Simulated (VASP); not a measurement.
# Si3Te (P6_3/mmc) in VASP: a series of runs, part 2 of 2

VASP 6.6.1.

## (4) Single point, PBE

This run uses another cell than the first one, of 19.87 Å³/atom.

Contents of INCAR:

```
SYSTEM = Si3Te
ALGO = Normal
EDIFF = 1E-6
ENCUT = 520
GGA = PE
ISIF = 2
ISMEAR = 0
LASPH = .TRUE.
LCHARG = .FALSE.
LREAL = .FALSE.
LWAVE = .FALSE.
NBANDS = 28
NELM = 100
PREC = Accurate
SIGMA = 0.1
```

Contents of KPOINTS:

```
k-points
0
G
  6 6 10
  0 0 0
```

Contents of POSCAR:

```
Si3Te
1.0
    7.2991156959      0.0000000000      0.0000000000
   -3.6495578479      6.3212196178      0.0000000000
    0.0000000000      0.0000000000      3.4443631053
Si Te
6 2
Direct
    0.8545222129      0.7090444258      0.2500000000
    0.1454777871      0.8545222129      0.7500000000
    0.2909555742      0.1454777871      0.2500000000
    0.1454777871      0.2909555742      0.7500000000
    0.8545222129      0.1454777871      0.2500000000
    0.7090444258      0.8545222129      0.7500000000
    0.3333333333      0.6666666667      0.2500000000
    0.6666666667      0.3333333333      0.7500000000
```

Potentials or basis: VASP PAW PBE potentials, release 64 (Si, Te).

Run with:

```console
cat potpaw_PBE.64/Si/POTCAR potpaw_PBE.64/Te/POTCAR > POTCAR
mpirun -np 1 vasp_std > vasp.out
```

OUTCAR:

```text
SYSTEM = Si3Te
   EDIFF = 1E-6
   ENCUT = 520
   GGA = PE
   ISIF = 2
   ISMEAR = 0
   LASPH = .TRUE.
   LREAL = .FALSE.
   NELM = 100
   PREC = Accurate

 ion  position               nearest neighbor table
   1  0.855  0.709  0.250-   6 2.52   6 2.52   2 2.52   2 2.52   8 2.93   8 2.93
   2  0.145  0.855  0.750-   3 2.52   3 2.52   1 2.52   1 2.52   7 2.93   7 2.93
   3  0.291  0.145  0.250-   4 2.52   4 2.52   2 2.52   2 2.52   8 2.93   8 2.93
   4  0.145  0.291  0.750-   3 2.52   3 2.52   5 2.52   5 2.52   7 2.93   7 2.93
   5  0.855  0.145  0.250-   6 2.52   6 2.52   4 2.52   4 2.52   8 2.93   8 2.93
   6  0.709  0.855  0.750-   1 2.52   1 2.52   5 2.52   5 2.52   7 2.93   7 2.93
   7  0.333  0.667  0.250-   2 2.93   2 2.93   4 2.93   4 2.93   6 2.93   6 2.93
   8  0.667  0.333  0.750-   5 2.93   5 2.93   1 2.93   1 2.93   3 2.93   3 2.93

  LATTYP: Found a hexagonal cell.
 ALAT       =     7.2991156959
 C/A-ratio  =     0.4718877257

  Lattice vectors:

 A1 = (   7.2991156959,   0.0000000000,   0.0000000000)
 A2 = (  -3.6495578479,   6.3212196178,   0.0000000000)
 A3 = (   0.0000000000,   0.0000000000,   3.4443631053)

Analysis of symmetry for initial positions (statically):
=====================================================================
 Subroutine PRICEL returns:
 Original cell was already a primitive cell.

 Routine SETGRP: Setting up the symmetry group for a
 hexagonal supercell.

 Subroutine GETGRP returns: Found 24 space group operations
 (whereof 12 operations were pure point group operations)
 out of a pool of 24 trial point group operations.

The static configuration has the point symmetry D_3d.
 The point group associated with its full space group is D_6h.

Analysis of symmetry for dynamics (positions and initial velocities):
=====================================================================
 Subroutine PRICEL returns:
 Original cell was already a primitive cell.
[... 144 lines left out ...]
  Thomas-Fermi vector in A             =   2.130158
   LORBIT       =      0    0 simple, 1 ext, 2 COOP (PROOUT), +10 PAW based schemes
   GGA     = PE    functional components
   LHFCALC =     F    Hartree Fock is set to
   AEXX    =    0.0000 exact exchange contribution
   IVDW    =     0    specifies the selected vdW correction
   LEPSILON=     F    determine dielectric tensor
   LRPA    =     F    only Hartree local field effects (RPA)
 non-spin polarized calculation
 Gauss-broadening in eV      SIGMA  =   0.10
  energy-cutoff  :      520.00
  volume of cell :      158.92
 maximum number of plane-waves:      4308
   NGX = 27   NGY = 27   NGZ = 13

 number of electron      35.9999996 magnetization

 Free energy of the ion-electron system (eV)
  ---------------------------------------------------
  ext. energy  EPLUGINS =         0.00000000
  ---------------------------------------------------
  free energy    TOTEN  =       -35.58638487 eV

  energy without entropy =      -35.56430175  energy(sigma->0) =      -35.57534331

 E-fermi :   7.9901     XC(G=0): -10.2415

 val. band max:        7.9709813067   @ k =   0.5000  -0.0000   0.0000
 cond. band min:       7.9931831814   @ k =   0.3333   0.3333   0.3000
 fundamental gap:      0.0222018747
 Fermi energy:         7.9900566401

 k-point     1 :       0.0000    0.0000    0.0000
  band No.  band energies     occupation
      1      -5.7387      2.00000
      2      -4.3156      2.00000
      3      -2.7742      2.00000
      4      -2.1459      2.00000
      5      -2.1459      2.00000
      6       0.1010      2.00000
[... 733 lines left out ...]
     27      11.6424      0.00000
     28      12.7142      0.00000

 [... further k-points ...]

------------------------ aborting loop because EDIFF is reached ----------------------------------------

  FORCE on cell =-STRESS in cart. coord.  units (eV):
  Direction    XX          YY          ZZ          XY          YZ          ZX
  --------------------------------------------------------------------------------------
  -------------------------------------------------------------------------------------
  Total       -0.0039430     -0.0039430     -0.0233690     -0.0000000     -0.0000000      0.0000000
  in kB       -0.0397523     -0.0397523     -0.2355977     -0.0000000     -0.0000000      0.0000000
  external PRESSURE =      -0.1050341 kB  Pullay stress =       0.0000000 kB

 VOLUME and BASIS-vectors are now :
 -----------------------------------------------------------------------------
  energy-cutoff  :      520.00
  volume of cell :      158.92
      direct lattice vectors                 reciprocal lattice vectors
     7.299115696  0.000000000  0.000000000     0.137002898  0.079098660  0.000000000
    -3.649557848  6.321219618  0.000000000     0.000000000  0.158197320  0.000000000
     0.000000000  0.000000000  3.444363105     0.000000000  0.000000000  0.290329437

 POSITION                                       TOTAL-FORCE (eV/Angst)
 -----------------------------------------------------------------------------------
      3.64956      4.48203      0.86109         0.000000      0.003006      0.000000
     -2.05677      5.40162      2.58327        -0.002603      0.001503     -0.000000
      1.59279      0.91960      0.86109        -0.002603     -0.001503      0.000000
      0.00000      1.83919      2.58327        -0.000000     -0.003006     -0.000000
      5.70633      0.91960      0.86109         0.002603     -0.001503      0.000000
      2.05677      5.40162      2.58327         0.002603      0.001503     -0.000000
     -0.00000      4.21415      0.86109        -0.000000      0.000000      0.000000
      3.64956      2.10707      2.58327        -0.000000      0.000000      0.000000
 -----------------------------------------------------------------------------------
    total drift:                               -0.000000      0.000000      0.000000

  FREE ENERGIE OF THE ION-ELECTRON SYSTEM (eV)
  ---------------------------------------------------
  free  energy   TOTEN  =       -35.5863848741 eV

  energy  without entropy=      -35.5643017539  energy(sigma->0) =      -35.57534331
```

OSZICAR:

```text
N       E                     dE             d eps       ncg     rms          rms(c)
DAV:   1     0.100889595535E+03    0.10089E+03   -0.13963E+04  2352   0.108E+03
DAV:   2    -0.289015538152E+02   -0.12979E+03   -0.12364E+03  2948   0.159E+02
DAV:   3    -0.364369893767E+02   -0.75354E+01   -0.73895E+01  3048   0.358E+01
DAV:   4    -0.365718039872E+02   -0.13481E+00   -0.13432E+00  2904   0.561E+00
DAV:   5    -0.365748123772E+02   -0.30084E-02   -0.30076E-02  2916   0.868E-01    0.116E+01
DAV:   6    -0.356059498336E+02    0.96886E+00   -0.29278E+00  2600   0.778E+00    0.675E+00
DAV:   7    -0.355962164281E+02    0.97334E-02   -0.43195E-01  2720   0.270E+00    0.502E+00
DAV:   8    -0.355872891083E+02    0.89273E-02   -0.51277E-02  2836   0.931E-01    0.153E+00
DAV:   9    -0.355863406134E+02    0.94849E-03   -0.82158E-03  2760   0.462E-01    0.303E-01
DAV:  10    -0.355863666339E+02   -0.26021E-04   -0.14509E-03  2636   0.177E-01    0.167E-01
DAV:  11    -0.355863887238E+02   -0.22090E-04   -0.14454E-04  2956   0.545E-02    0.266E-02
DAV:  12    -0.355863852691E+02    0.34548E-05   -0.17809E-05  2716   0.167E-02    0.236E-02
DAV:  13    -0.355863848741E+02    0.39495E-06   -0.21918E-06  1976   0.630E-03
   1 F= -.35586385E+02 E0= -.35575343E+02  d E =-.220831E-01
```

stdout:

```text
POSCAR found type information on POSCAR SiTe
 POSCAR found :  2 types and       8 ions
 scaLAPACK will be used
 LDA part: xc-table for (Slater+PW92), standard interpolation
 POSCAR, INCAR and KPOINTS ok, starting setup
 FFT: planning ... GRIDC
 FFT: planning ... GRID_SOFT
 FFT: planning ... GRID
 WAVECAR not read
 entering main loop
```

Wall time 4.2 min (1 thread of Intel Xeon 8259CL, shared host); peak memory 0.31 GiB.

What came out:

```
Free energy            : -35.5864 eV
Pressure               : 0.0 GPa
Largest force          : 0.003 eV/Å
Band gap on the k mesh : zero (bands 18 and 19 overlap by 3.17 eV)
```

Forces on the atoms (eV/Å):
```
Si   0.000  0.003  0.000
Si  -0.003  0.002  0.000
Si  -0.003 -0.002  0.000
Si   0.000 -0.003  0.000
Si   0.003 -0.002  0.000
Si   0.003  0.002  0.000
Te   0.000  0.000  0.000
Te   0.000  0.000  0.000
```

Caveat: spin-orbit coupling is left out, which moves the levels of the heavy elements.

## (5) Relaxation of cell and atoms, PBE

This run uses another cell than the first one, of 21.62 Å³/atom.

Contents of INCAR:

```
ALGO     = Normal         # electronic algorithm
EDIFF    = 1E-7           # SCF threshold, eV
EDIFFG   = -0.04          # ionic threshold
ENCUT    = 600            # plane-wave cutoff, eV
GGA      = PE             # functional
IBRION   = 2              # ionic algorithm
ISIF     = 3              # what is computed and relaxed
ISMEAR   = 0              # smearing method
LASPH    = T              # aspherical terms in the spheres
LCHARG   = F              # write CHGCAR
LREAL    = F              # projectors in reciprocal space
LWAVE    = F              # write WAVECAR
NELM     = 60             # most SCF steps
NSW      = 90             # ionic steps
PREC     = Accurate       # precision mode
SIGMA    = 0.1            # smearing width, eV
```

Contents of KPOINTS:

```
k-points
0
Gamma
  3 3 4
```

Contents of POSCAR:

```
Si3Te
1.0
    6.2773681600      0.0000000000      0.0000000000
   -3.1386840800      5.4363602900      0.0000000000
    0.0000000000      0.0000000000      5.0671538900
Si Te
6 2
Direct
    0.8329999900      0.6659999800      0.2500000000
    0.1670000100      0.8329999900      0.7500000000
    0.3340000200      0.1670000100      0.2500000000
    0.1670000100      0.3340000200      0.7500000000
    0.8329999900      0.1670000100      0.2500000000
    0.6659999800      0.8329999900      0.7500000000
    0.3333333300      0.6666666700      0.2500000000
    0.6666666700      0.3333333300      0.7500000000
```

Run with:

```console
cat potpaw_PBE.64/Si/POTCAR potpaw_PBE.64/Te/POTCAR > POTCAR
mpirun -np 1 vasp_std > vasp.out
```

It took 19 min on 1 thread of Intel Xeon 8259CL, shared host; peak memory 0.31 GiB.

The run converged. Its results:

```
Free energy                           : -34.6481 eV
Relaxed volume                        : 19.32 Å³/atom
Relaxed cell                          : a = 6.432 Å, b = 6.432 Å, c = 4.315 Å, α = 90.00°, β = 90.00°, γ = 120.00°
Space group after relaxing (to 0.1 Å) : P6_3/mmc (No. 194)
Energy gained by relaxing             : 316.4 meV/atom
Ionic steps                           : 21
Pressure after relaxing               : 0.0 GPa
Largest force after relaxing          : 0.023 eV/Å
Band gap on the k mesh                : zero (bands 18 and 19 overlap by 2.03 eV)
```

Forces on the atoms (eV/Å):
```
Si   0.000  0.023  0.000
Si  -0.020  0.011  0.000
Si  -0.020 -0.011  0.000
Si   0.000 -0.023  0.000
Si   0.020 -0.011  0.000
Si   0.020  0.011  0.000
Te   0.000  0.000  0.000
Te   0.000  0.000  0.000
```

Step by step:
| step | energy change (eV) | largest force (eV/Å) | pressure (GPa) | volume (Å³) |
| --- | --- | --- | --- | --- |
| 1 | 0.0000 | 0.2436 | -6.28 | 172.92 |
| 2 | -0.8830 | 0.6094 | -1.30 | 152.33 |
| 3 | -0.9044 | 0.7259 | 1.01 | 147.62 |
| 4 | -0.9115 | 0.6769 | 0.26 | 149.10 |
| 5 | -1.0592 | 0.7740 | 0.40 | 147.80 |
| 6 | -1.5491 | 0.7227 | 2.49 | 143.91 |
| 7 | -1.5856 | 1.1708 | 12.08 | 136.30 |
| 8 | -1.7859 | 0.6107 | 4.88 | 141.49 |
| 9 | -1.8864 | 0.0156 | 7.74 | 138.88 |
| 10 | -1.9101 | 0.0512 | 7.79 | 138.98 |
| 11 | -1.9603 | 0.3023 | 8.10 | 139.27 |
| 12 | -1.9301 | 0.9760 | 9.29 | 139.84 |
| 13 | -1.9710 | 0.5033 | 8.42 | 139.46 |
| 14 | -2.0373 | 0.4660 | 7.82 | 140.28 |
| 15 | -2.2091 | 0.3594 | 6.14 | 142.74 |
| 16 | -2.4371 | 0.1668 | 3.21 | 147.71 |
| 17 | -2.4976 | 0.1213 | -1.14 | 157.88 |
| 18 | -2.5292 | 0.0279 | 0.20 | 154.25 |
| 19 | -2.5294 | 0.0200 | 0.32 | 153.95 |
| 20 | -2.5300 | 0.0207 | 0.24 | 154.11 |
| 21 | -2.5309 | 0.0229 | 0.01 | 154.59 |

Final structure:
```
CELL_PARAMETERS angstrom
6.43206 0.00000 0.00000
-3.21603 5.57033 0.00000
0.00000 0.00000 4.31473
ATOMIC_POSITIONS crystal
Si 0.86542 0.73085 0.25000
Si 0.13458 0.86542 0.75000
Si 0.26915 0.13458 0.25000
Si 0.13458 0.26915 0.75000
Si 0.86542 0.13458 0.25000
Si 0.73085 0.86542 0.75000
Te 0.33333 0.66667 0.25000
Te 0.66667 0.33333 0.75000
```

Levels at points of the mesh, in eV from the Fermi level:
```csv
k point,band 16,band 17,band 18,band 19,band 20,band 21
"(0.00, 0.00, 0.00)",-1.35,-1.16,-1.00,-1.00,0.70,0.70
"(0.00, 0.00, 0.50)",1.03,1.03,1.03,1.86,1.86,2.70
```

Caveat: the k points lie up to 0.38 Å⁻¹ apart in the final cell, too coarse for converged energies and pressures of a metal; spin-orbit coupling is left out, which moves the levels of the heavy elements.

## (6) The runs side by side

```csv
task,cell,k mesh,cutoff (eV),gap on the mesh (eV),pressure (GPa),largest force (eV/Å)
single point,"a = 6.433, b = 6.433, c = 4.316 Å, angles 90.0, 90.0, 120.0°, 8 atoms, atomic positions A",3 × 3 × 4,520,none,0.0,-
single point,"a = 6.277, b = 6.277, c = 5.067 Å, angles 90.0, 90.0, 120.0°, 8 atoms, atomic positions B",3 × 3 × 4,520,none,-6.3,0.24
single point,"a = 7.299, b = 7.299, c = 3.444 Å, angles 90.0, 90.0, 120.0°, 8 atoms, atomic positions C",6 × 6 × 10,520,none,0.0,-
relaxation of cell and atoms,"relaxed from a = 6.277, b = 6.277, c = 5.067 Å, angles 90.0, 90.0, 120.0°, 8 atoms, atomic positions B",3 × 3 × 4,600,none,0.0,0.02
```

Alike in all rows: level PBE; potentials or basis VASP PAW PBE potentials, release 64 (Si, Te); no spin polarisation; smearing gaussian 0.1 eV.

Caveats: some runs use coarse meshes; spin-orbit coupling is left out, which moves the levels of the heavy elements.

Total energies depend on the potentials used, so only differences within one code and one set of settings carry meaning.

The gap in the log of VASP goes by the Fermi energy; the results here count the filled bands.